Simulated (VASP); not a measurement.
# Be2Al in VASP: a series of runs, part 2 of 2

VASP 6.6.1.

## Step 3: Single point, PBE

Contents of INCAR:

```
PREC = Accurate
ENCUT = 520
EDIFF = 1E-7
ISMEAR = 0
SIGMA = 0.1
LREAL = F
LASPH = T
NELM = 80
ALGO = Normal
ISIF = 2
LWAVE = F
LCHARG = F
LDIPOL = T
IDIPOL = 3
DIPOL = 0.5 0.5 0.500
GGA = PE
NBANDS = 10
```

Contents of KPOINTS:

```
Automatic mesh
0
Gamma
  6 6 1
```

Contents of POSCAR:

```
Be2Al
1.0
    2.6950750000      0.0000000000      0.0000000000
    0.0000000000      2.6950750000      0.0000000000
    0.0000000000      0.0000000000     16.0000000000
Be Al
2 1
Direct
    0.0000000000      0.0000000000      0.5481079000
    0.0000000000      0.0000000000      0.4518921000
    0.5000000000      0.5000000000      0.5000000000
```

Potentials or basis: VASP PAW PBE potentials, release 64 (Be, Al).

Started as:

```sh
$ cat potpaw_PBE.64/Be/POTCAR potpaw_PBE.64/Al/POTCAR > POTCAR
$ mpirun -np 1 vasp_std > vasp.out
```

It took 15 s on 1 thread of Intel Xeon Platinum 8375C at 2.90GHz (Ice Lake), shared host; peak memory 0.2 GiB.

Results (log left out):

```yaml
Free_energy: -4.4282 eV
Largest_force: 10.437 eV/Å
```

Forces in eV/Å, atoms in the order of the input:
```
Be    0.000   0.000  10.437
Be    0.000   0.000 -10.437
Al    0.000   0.000   0.000
```

Levels at points of the mesh, in eV from the Fermi level:
| k point | band 1 | band 2 | band 3 | band 4 | band 5 | band 6 | band 7 |
| --- | --- | --- | --- | --- | --- | --- | --- |
| (0.00, 0.00, 0.00) | -11.93 | -5.20 | -1.62 | 2.37 | 2.37 | 3.63 | 4.10 |
| (0.50, 0.00, 0.00) | -8.15 | -7.62 | -1.91 | -0.22 | 2.02 | 4.06 | 5.70 |
| (0.50, 0.50, 0.00) | -5.50 | -5.50 | -2.99 | 0.66 | 1.42 | 1.42 | 4.54 |

Caveat: the k points lie up to 0.39 Å⁻¹ apart.

## Step 4: Single point, PBE

This run uses another cell than the first one, of 65.48 Å³/atom, 1.690 times its volume.

Contents of INCAR:

```
ALGO = Normal
DIPOL = 0.5 0.5 0.270
EDIFF = 1E-7
ENCUT = 520
GGA = PE
IDIPOL = 3
ISIF = 2
ISMEAR = 0
LASPH = True
LCHARG = False
LDIPOL = True
LREAL = False
LWAVE = False
NBANDS = 10
NELM = 80
PREC = Accurate
SIGMA = 0.1
```

Contents of KPOINTS:

```
k-points
0
Gamma
  6 6 1
```

Contents of POSCAR:

```
Be2Al
1.0
    2.5740397766      0.0000000000      0.0000000000
    0.0000000000      2.5740397766      0.0000000000
    0.0000000000      0.0000000000     29.6498463564
Be Al
2 1
Direct
    1.0000000000      1.0000000000      0.3260007090
    1.0000000000      1.0000000000      0.2136310924
    0.5000000000      0.5000000000      0.2698159007
```

Started as:

```sh
$ cat potpaw_PBE.64/Be/POTCAR potpaw_PBE.64/Al/POTCAR > POTCAR
$ mpirun -np 1 vasp_std > vasp.out
```

It took 27 s on 1 thread of Intel Xeon Platinum 8375C at 2.90GHz (Ice Lake), shared host; peak memory 0.28 GiB.

Results (log left out):

| Property | Result |
| --- | --- |
| Free energy | -8.7580 eV |
| Largest force | 0.017 eV/Å |

Forces in eV/Å, atoms in the order of the input:
```
Be   0.000  0.000  0.017
Be   0.000  0.000 -0.017
Al   0.000  0.000  0.000
```

Levels at points of the mesh, in eV from the Fermi level:
| k point | band 1 | band 2 | band 3 | band 4 | band 5 | band 6 | band 7 | band 8 |
| --- | --- | --- | --- | --- | --- | --- | --- | --- |
| (0.00, 0.00, 0.00) | -10.82 | -6.77 | -3.11 | -0.67 | 3.60 | 4.20 | 4.57 | 5.06 |
| (0.50, 0.00, 0.00) | -5.78 | -5.68 | -3.12 | -1.18 | 1.68 | 2.38 | 3.31 | 6.48 |
| (0.50, 0.50, 0.00) | -1.89 | -1.89 | -0.25 | 0.63 | 0.63 | 2.11 | 4.34 | 5.66 |

Caveat: the k points lie up to 0.41 Å⁻¹ apart.

## Step 5: Single point, PBE

This run uses another cell than the first one, of 68.99 Å³/atom, 1.781 times its volume.

Contents of INCAR:

```
ALGO     = Normal         # electronic algorithm
DIPOL    = 0.5 0.5 0.298
EDIFF    = 1E-6           # SCF threshold, eV
ENCUT    = 520            # plane-wave cutoff, eV
GGA      = PE             # functional
IDIPOL   = 3            
ISIF     = 2              # what is computed and relaxed
ISMEAR   = 0              # smearing method
LASPH    = True           # aspherical terms in the spheres
LCHARG   = False          # write CHGCAR
LDIPOL   = True         
LREAL    = False          # projectors in reciprocal space
LWAVE    = False          # write WAVECAR
NBANDS   = 10             # bands
NELM     = 100            # most SCF steps
PREC     = Accurate       # precision mode
SIGMA    = 0.1            # smearing width, eV
```

KPOINTS is that of step 4.

Contents of POSCAR:

```
Be2Al
1.0
    2.7749990484      0.0000000000      0.0000000000
    0.0000000000      2.7749990484      0.0000000000
    0.0000000000      0.0000000000     26.8789056000
Be Al
2 1
Direct
    1.0000000000      1.0000000000      0.3520404339
    1.0000000000      1.0000000000      0.2432218971
    0.5000000000      0.5000000000      0.2976311655
```

Potentials or basis: VASP PAW PBE potentials, release 64 (Be, Al).

Started as:

```sh
$ cat potpaw_PBE.64/Be/POTCAR potpaw_PBE.64/Al/POTCAR > POTCAR
$ mpirun -np 1 vasp_std > vasp.out
```

OUTCAR:

```text
EDIFF = 1E-6
   ENCUT = 520
   GGA = PE
   ISIF = 2
   ISMEAR = 0
   LASPH = True
   LREAL = False
   NELM = 100
   PREC = Accurate

 ion  position               nearest neighbor table
   1  0.000  0.000  0.352-   3 2.45   3 2.45   3 2.45   3 2.45
   2  0.000  0.000  0.243-   3 2.45   3 2.45   3 2.45   3 2.45
   3  0.500  0.500  0.298-   1 2.45   2 2.45   1 2.45   2 2.45   1 2.45   2 2.45   1 2.45   2 2.45

  LATTYP: Found a simple tetragonal cell.
 ALAT       =     2.7749990484
 C/A-ratio  =     9.6860954297

  Lattice vectors:
[... 315 lines left out ...]
  Direction    XX          YY          ZZ          XY          YZ          ZX
  --------------------------------------------------------------------------------------
  -------------------------------------------------------------------------------------
  Total       -1.6580144     -1.6580144      0.0913641      0.0000000      0.0000000      0.0000000
  in kB      -12.8339880    -12.8339880      0.7072109      0.0000000      0.0000000      0.0000000
  external PRESSURE =      -8.3202550 kB  Pullay stress =       0.0000000 kB

 VOLUME and BASIS-vectors are now :
 -----------------------------------------------------------------------------
  energy-cutoff  :      520.00
  volume of cell :      206.98
      direct lattice vectors                 reciprocal lattice vectors
     2.774999048  0.000000000  0.000000000     0.360360484  0.000000000  0.000000000
     0.000000000  2.774999048  0.000000000     0.000000000  0.360360484  0.000000000
     0.000000000  0.000000000 26.878905600     0.000000000  0.000000000  0.037203896

 POSITION                                       TOTAL-FORCE (eV/Angst)
 -----------------------------------------------------------------------------------
      0.00000      0.00000      9.46246         0.000000     -0.000000      0.031902
      0.00000      0.00000      6.53754         0.000000     -0.000000     -0.031902
      1.38750      1.38750      8.00000         0.000000      0.000000      0.000000
 -----------------------------------------------------------------------------------
    total drift:                               -0.000000     -0.000000     -0.000003

  FREE ENERGIE OF THE ION-ELECTRON SYSTEM (eV)
  ---------------------------------------------------
  free  energy   TOTEN  =        -8.6264647584 eV

  energy  without entropy=       -8.6228506984  energy(sigma->0) =       -8.62465773

 vacuum level on the upper side and lower side of the slab         1.871         1.871
```

OSZICAR:

```text
N       E                     dE             d eps       ncg     rms          rms(c)
DAV:   1     0.242016800420E+02    0.24202E+02   -0.22224E+03   200   0.435E+02
DAV:   2    -0.852426069063E+01   -0.32726E+02   -0.28631E+02   312   0.745E+01
DAV:   3    -0.948808921751E+01   -0.96383E+00   -0.95044E+00   276   0.153E+01
[... 13 lines left out ...]
DAV:  17    -0.862644845717E+01   -0.38618E-04   -0.42472E-06   236   0.513E-03    0.139E-03
DAV:  18    -0.862645905258E+01   -0.10595E-04   -0.54960E-07   242   0.259E-03    0.397E-04
DAV:  19    -0.862646354911E+01   -0.44965E-05   -0.26693E-07   198   0.112E-03    0.175E-04
DAV:  20    -0.862646456242E+01   -0.10133E-05   -0.35183E-08   212   0.490E-04    0.111E-04
DAV:  21    -0.862646475837E+01   -0.19595E-06   -0.48933E-09   172   0.214E-04
   1 F= -.86264648E+01 E0= -.86246577E+01  d E =-.361406E-02
```

stdout:

```text
POSCAR found type information on POSCAR BeAl
 POSCAR found :  2 types and       3 ions
 scaLAPACK will be used
 LDA part: xc-table for (Slater+PW92), standard interpolation
 POSCAR, INCAR and KPOINTS ok, starting setup
 FFT: planning ... GRIDC
 FFT: planning ... GRID_SOFT
 FFT: planning ... GRID
 WAVECAR not read
 entering main loop
```

It took 30 s on 1 thread of Intel Xeon Platinum 8375C at 2.90GHz (Ice Lake), shared host; peak memory 0.32 GiB.

Results:

* Free energy: -8.6265 eV
* Largest force: 0.032 eV/Å

Forces in eV/Å, atoms in the order of the input:
```
Be   0.000  0.000  0.032
Be   0.000  0.000 -0.032
Al   0.000  0.000  0.000
```

Caveat: the k points lie up to 0.38 Å⁻¹ apart.

## Step 6: The runs side by side

```tsv
cell	gap on the mesh (eV)	largest force (eV/Å)
a = 2.695, b = 2.695, c = 16.000 Å, 3 atoms	none	10.44
a = 2.574, b = 2.574, c = 29.650 Å, 3 atoms	none	0.02
a = 2.775, b = 2.775, c = 26.879 Å, 3 atoms	none	0.03
```

Alike in all rows: task single point; level PBE; potentials or basis VASP PAW PBE potentials, release 64 (Be, Al); no spin polarisation; k mesh 6 × 6 × 1; cutoff (eV) 520; smearing gaussian 0.1 eV.

Caveats: all runs use coarse meshes.

Total energies depend on the potentials used, so only differences within one code and one set of settings carry meaning.
